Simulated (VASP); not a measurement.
SnO, 8 atoms in the cell. The cell holds a slab with vacuum, 8 atoms: a = 3.820 Å, b = 3.820 Å, c = 22.226 Å, α = 90.00°, β = 90.00°, γ = 90.00°.  This cell differs from its parent crystal: layers slid over each other.

- Program: VASP 6.6.1
- Task: single point
- Functional: PBE
- Dispersion: D3(BJ)
- Potentials or basis: VASP PAW PBE potentials, release 64 (Sn_d, O)
- Cutoff: 520 eV
- k mesh: 7 × 7 × 1
- Occupations: gaussian, width 0.05 eV
- Spin: no spin polarisation
- Dipole correction: yes
- Further INCAR settings: ALGO = Normal; EDIFF = 1e-07; NBANDS = 50

Potentials or basis: VASP PAW PBE potentials, release 64 (Sn_d, O).

The run is started by

```bash
$ cat potpaw_PBE.64/Sn_d/POTCAR potpaw_PBE.64/O/POTCAR > POTCAR
$ mpirun -np 1 vasp_std > vasp.out
```

Hardware: 1 thread of Intel(R) Xeon(R) Platinum 8124M CPU @ 3.00GHz (Skylake/Cascade Lake), on a shared host.

Estimate the wall time of this run.

It took 5.5 min on 1 thread of Intel(R) Xeon(R) Platinum 8124M CPU @ 3.00GHz (Skylake/Cascade Lake), on a shared host, peak memory 0.46 GiB. Counts: scf iterations 23, k points 16.
